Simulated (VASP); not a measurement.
# Pt (Fm-3m) in VASP: a series of runs

Runs on Pt. Level: PBEsol. Tasks: single point.

Everything below comes from runs of VASP 6.6.1. Logs are shortened: lines on timing, memory, paths and dates and some standing lists are left out, and cuts for length are marked.

## Step 1: The cell of the first run

The structure is cubic, space group Fm-3m (No. 225). The conventional cell has a = 4.140 Å, b = 4.140 Å, c = 4.140 Å, α = 90.00°, β = 90.00°, γ = 90.00°. Within 3.9 Å of Pt (site symmetry m-3m) lie 12 Pt at 2.93 Å.

## Step 2: Single point, PBEsol, collinear spin (17.74 Å³/atom)

Contents of INCAR:

```
  ALGO = Fast
  EDIFF = 1E-6
  ENCUT = 520
  GGA = PS
  ISIF = 2
  ISMEAR = 0
  ISPIN = 2
  LASPH = True
  LCHARG = False
  LMAXMIX = 4
  LORBIT = 11
  LREAL = False
  LWAVE = False
  MAGMOM = 0.4
  NBANDS = 15
  NELM = 150
  NUPDOWN = 0.4
  PREC = Accurate
  SIGMA = 0.15
```

Contents of KPOINTS:

```
k-points
0
Gamma
  22 22 22
```

Contents of POSCAR:

```
Pt
1.0
    0.0000000000      2.0700977806      2.0700977806
    2.0700977806      0.0000000000      2.0700977806
    2.0700977806      2.0700977806      0.0000000000
Pt
1
Direct
    0.0000000000      0.0000000000      0.0000000000
```

Potentials or basis: VASP PAW PBE potentials, release 64 (Pt).

Started as:

```console
$ cat potpaw_PBE.64/Pt/POTCAR > POTCAR
$ mpirun -np 1 vasp_std > vasp.out
```

OUTCAR:

```text
EDIFF = 1E-6
   ENCUT = 520
   GGA = PS
   ISIF = 2
   ISMEAR = 0
   ISPIN = 2
   LASPH = True
   LORBIT = 11
   LREAL = False
   NELM = 150
   NUPDOWN = 0.4
   PREC = Accurate

 ion  position               nearest neighbor table
   1  0.000  0.000  0.000-

  LATTYP: Found a face centered cubic cell.
 ALAT       =     4.1401955612

  Lattice vectors:

 A1 = (   0.0000000000,   2.0700977806,   2.0700977806)
 A2 = (   2.0700977806,   0.0000000000,   2.0700977806)
 A3 = (   2.0700977806,   2.0700977806,   0.0000000000)

Analysis of symmetry for initial positions (statically):
=====================================================================
 Subroutine PRICEL returns:
 Original cell was already a primitive cell.

 Routine SETGRP: Setting up the symmetry group for a
 face centered cubic supercell.

 Subroutine GETGRP returns: Found 48 space group operations
 (whereof 48 operations were pure point group operations)
 out of a pool of 48 trial point group operations.

The static configuration has the point symmetry O_h .

Analysis of symmetry for dynamics (positions and initial velocities):
=====================================================================
 Subroutine PRICEL returns:
 Original cell was already a primitive cell.

 Routine SETGRP: Setting up the symmetry group for a
 face centered cubic supercell.

 Subroutine GETGRP returns: Found 48 space group operations
 (whereof 48 operations were pure point group operations)
 out of a pool of 48 trial point group operations.

The dynamic configuration has the point symmetry O_h .

Analysis of structural, dynamic, and magnetic symmetry:
=====================================================================
 Subroutine PRICEL returns:
 Original cell was already a primitive cell.

 Routine SETGRP: Setting up the symmetry group for a
 face centered cubic supercell.

 Subroutine GETGRP returns: Found 48 space group operations
 (whereof 48 operations were pure point group operations)
 out of a pool of 48 trial point group operations.

The overall configuration has the point symmetry O_h .

 Subroutine INISYM returns: Found 48 space group operations
 (whereof 48 operations are pure point group operations),
 and found     1 'primitive' translations

----------------------------------------------------------------------------------------

                                     Primitive cell

  volume of cell :      17.7420

  direct lattice vectors                    reciprocal lattice vectors
     0.000000000  2.070097781  2.070097781    -0.241534484  0.241534484  0.241534484
     2.070097781  0.000000000  2.070097781     0.241534484 -0.241534484  0.241534484
     2.070097781  2.070097781  0.000000000     0.241534484  0.241534484 -0.241534484

  length of vectors
     2.927560357  2.927560357  2.927560357     0.418349999  0.418349999  0.418349999

  position of ions in fractional coordinates (direct lattice)
     0.000000000  0.000000000  0.000000000

  ion indices of the primitive-cell ions
   primitive index   ion index
                 1           1

----------------------------------------------------------------------------------------

 KPOINTS: k-points

Automatic generation of k-mesh.
 Grid dimensions read from file:
 generate k-points for:   22   22   22

 Generating k-lattice:

  Cartesian coordinates                     Fractional coordinates (reciprocal lattice)
    -0.010978840  0.010978840  0.010978840     0.045454545  0.000000000  0.000000000
     0.010978840 -0.010978840  0.010978840     0.000000000  0.045454545  0.000000000
     0.010978840  0.010978840 -0.010978840     0.000000000  0.000000000  0.045454545

  Length of vectors
     0.019015909  0.019015909  0.019015909

  Shift w.r.t. Gamma in fractional coordinates (k-lattice)
     0.000000000  0.000000000  0.000000000

 Subroutine IBZKPT returns following result:
 ===========================================

 Found    328 irreducible k-points:

 Following reciprocal coordinates:
            Coordinates               Weight
  0.000000  0.000000  0.000000      1.000000
  0.045455  0.000000  0.000000      8.000000
  0.090909  0.000000  0.000000      8.000000
  0.136364  0.000000  0.000000      8.000000
  0.181818  0.000000  0.000000      8.000000
  0.227273  0.000000  0.000000      8.000000
[... 16 lines left out ...]
  0.500000  0.045455  0.000000     24.000000
 -0.454545  0.045455  0.000000     24.000000
 [... further k-points ...]
   k-points           NKPTS =    328   k-points in BZ     NKDIM =    328   number of bands    NBANDS=     15
   number of dos      NEDOS =    301   number of ions     NIONS =      1
   total plane-waves  NPLWV =  13824
   dimension x,y,z NGX =    24 NGY =   24 NGZ =   24
   dimension x,y,z NGXF=    48 NGYF=   48 NGZF=   48
   ions per type =               1
   NGX,Y,Z   is equivalent  to a cutoff of  13.63, 13.63, 13.63 a.u.
   NGXF,Y,Z  is equivalent  to a cutoff of  27.26, 27.26, 27.26 a.u.
 SYSTEM =  unknown system
   PREC   = accura    normal or accurate (medium, high low for compatibility)
   ISTART =      0    job   : 0-new  1-cont  2-samecut
   ICHARG =      2    charge: 1-file 2-atom 10-const
   ISPIN  =      2    spin polarized calculation?
   LNONCOLLINEAR =      F non collinear calculations
   LSORBIT =      F    spin-orbit coupling
   LASPH  =      T    aspherical Exc in radial PAW
   ENCUT  =  520.0 eV  38.22 Ry    6.18 a.u.   5.44  5.44  5.44*2*pi/ulx,y,z
   NELM   =    150;   NELMIN=  2; NELMDL= -5     # of ELM steps
   EDIFF  = 0.1E-05   stopping-criterion for ELM
   LREAL  =      F    real-space projection
   EDIFFG = 0.1E-04   stopping-criterion for IOM
   NSW    =      0    number of steps for IOM
   IBRION =     -1    ionic relax: 0-MD 1-quasi-New 2-CG
   NFREE  =      0    steps in history (QN), initial steepest desc. (CG)
   ISIF   =      2    stress and relaxation
   ISYM   =      2    0-nonsym 1-usesym 2-fastsym
   POTIM  = 0.5000    time-step for ionic-motion
   TEBEG  =    0.0;   TEEND  =   0.0 temperature during run
   PSTRESS=    0.0 pullay stress
   NELECT =      10.0000    total number of electrons
   NUPDOWN=       0.4000    fix difference up-down
   EMIN   =  10.00;   EMAX   =-10.00  energy-range for DOS
   EFERMI =   0.00;   METHOD = LEGACY
   ISMEAR =     0;   SIGMA  =   0.15  broadening in eV -4-tet -1-fermi 0-gaus
   EFERMI_NEDOS =   21; number of points for ismear=-14 and -15
   IALGO  =     68    algorithm
   IMIX   =      4    mixing-type and parameters
     AMIX     =   0.40;   BMIX     =  1.00
     AMIX_MAG =   1.60;   BMIX_MAG =  1.00
  volume/ion in A,a.u.               =      17.74       119.73
  Fermi-wavevector in a.u.,A,eV,Ry     =   1.352303  2.555482 24.881288  1.828723
  Thomas-Fermi vector in A             =   2.479653
   LORBIT       =     11    0 simple, 1 ext, 2 COOP (PROOUT), +10 PAW based schemes
   GGA     = PS    functional components
   LHFCALC =     F    Hartree Fock is set to
   AEXX    =    0.0000 exact exchange contribution
   IVDW    =     0    specifies the selected vdW correction
   LEPSILON=     F    determine dielectric tensor
   LRPA    =     F    only Hartree local field effects (RPA)
 spin polarized calculation
 RMM-DIIS sequential band-by-band and
 Gauss-broadening in eV      SIGMA  =   0.15
  energy-cutoff  :      520.00
  volume of cell :       17.74
 maximum number of plane-waves:       531
 NGX is ok and might be reduce to    24
   NGX = 11   NGY = 11   NGZ = 11

 number of electron      10.0000001 magnetization       0.4000000

 Free energy of the ion-electron system (eV)
  ---------------------------------------------------
  ext. energy  EPLUGINS =         0.00000000
  ---------------------------------------------------
  free energy    TOTEN  =        -6.65959999 eV

  energy without entropy =       -6.63878686  energy(sigma->0) =       -6.64919343

 E-fermi :   8.2100     XC(G=0): -12.6816

 val. band max:        8.2845713780   @ k =   0.4091   0.1364   0.0455
 cond. band min:       8.2101837327   @ k =   0.4091   0.0455   0.0000
 fundamental gap:     -0.0743876452
 Fermi energy:         8.3031036964

 spin component 1

 k-point     1 :       0.0000    0.0000    0.0000
  band No.  band energies     occupation
      1      -0.3829      1.00000
      2       5.1835      1.00000
      3       5.1835      1.00000
      4       5.1835      1.00000
      5       6.8598      1.00000
      6       6.8598      1.00000
      7      23.1348      0.00000
      8      27.1852      0.00000
      9      27.1852      0.00000
     10      27.1852      0.00000
     11      31.9519      0.00000
     12      36.9616      0.00000
     13      36.9616      0.00000
     14      36.9616      0.00000
     15      38.2029      0.00000
[... 397 lines left out ...]
 k-point    24 :      -0.4545    0.0455    0.0000
  band No.  band energies     occupation
      1       2.3791      1.00000
      2       5.1424      1.00000
      3       5.2163      1.00000
      4       7.4403      1.00000
      5       8.0301      0.99498
      6       8.8441      0.00000
      7      13.0453      0.00000
      8      22.7564      0.00000
      9      25.5918      0.00000
     10      26.0371      0.00000
     11      33.7182      0.00000
     12      33.8879      0.00000
     13      35.1165      0.00000
     14      39.9680      0.00000
     15      40.2125      0.00000

 [... further k-points ...]

 spin component 2

 k-point     1 :       0.0000    0.0000    0.0000
  band No.  band energies     occupation
      1      -0.3225      1.00000
      2       5.4555      1.00000
      3       5.4555      1.00000
      4       5.4555      1.00000
      5       7.1013      1.00000
      6       7.1013      1.00000
      7      23.1706      0.00000
      8      27.2191      0.00000
      9      27.2191      0.00000
     10      27.2191      0.00000
     11      31.9418      0.00000
     12      37.0413      0.00000
     13      37.0413      0.00000
     14      37.0414      0.00000
     15      38.3988      0.00000
[... 397 lines left out ...]
 k-point    24 :      -0.4545    0.0455    0.0000
  band No.  band energies     occupation
      1       2.5532      1.00000
      2       5.3776      1.00000
      3       5.4534      1.00000
      4       7.5977      1.00000
      5       8.3195      0.15105
      6       9.0127      0.00000
      7      13.2552      0.00000
      8      22.7759      0.00000
      9      25.6758      0.00000
     10      26.1211      0.00000
     11      33.7725      0.00000
     12      33.9430      0.00000
     13      35.1885      0.00000
     14      40.1279      0.00000
     15      40.3777      0.00000

 [... further k-points ...]
[... 5 lines left out ...]
  --------------------------------------------------------------------------------------
  -------------------------------------------------------------------------------------
  Total       -3.3168820     -3.3168820     -3.3168820      0.0000000     -0.0000000      0.0000000
  in kB     -299.5284192   -299.5284192   -299.5284192      0.0000000     -0.0000000      0.0000000
  external PRESSURE =    -299.5284192 kB  Pullay stress =       0.0000000 kB

 VOLUME and BASIS-vectors are now :
 -----------------------------------------------------------------------------
  energy-cutoff  :      520.00
  volume of cell :       17.74
      direct lattice vectors                 reciprocal lattice vectors
     0.000000000  2.070097781  2.070097781    -0.241534484  0.241534484  0.241534484
     2.070097781  0.000000000  2.070097781     0.241534484 -0.241534484  0.241534484
     2.070097781  2.070097781  0.000000000     0.241534484  0.241534484 -0.241534484

 POSITION                                       TOTAL-FORCE (eV/Angst)
 -----------------------------------------------------------------------------------
      0.00000      0.00000      0.00000         0.000000      0.000000      0.000000
 -----------------------------------------------------------------------------------
    total drift:                               -0.000000      0.000000     -0.000000

  FREE ENERGIE OF THE ION-ELECTRON SYSTEM (eV)
  ---------------------------------------------------
  free  energy   TOTEN  =        -6.6595999942 eV

  energy  without entropy=       -6.6387868580  energy(sigma->0) =       -6.64919343

 total charge

# of ion       s       p       d       tot
------------------------------------------
    1        0.557   0.433   7.936   8.925

 magnetization (x)

# of ion       s       p       d       tot
------------------------------------------
    1       -0.001  -0.006   0.408   0.402
```

Wall time 56 s (1 thread of Intel Xeon 6975P-C (Granite Rapids), shared host); peak memory 0.25 GiB.

Results:

* Free energy: -6.6596 eV
* Pressure: -30.0 GPa
* Net moment: 0.40 μB per cell
* Site moments: Pt +0.40 μB
* Valence electrons inside the program's atomic spheres: Pt 8.93

Caveat: the cell stands under tension; the PAW data sets were made with another functional, which shifts forces and pressure a little; spin-orbit coupling is left out, which moves the levels of the heavy elements; the total moment is fixed, so each spin has its own Fermi level and the state may be an excited one.

(Part 1 of 2 ends here.)
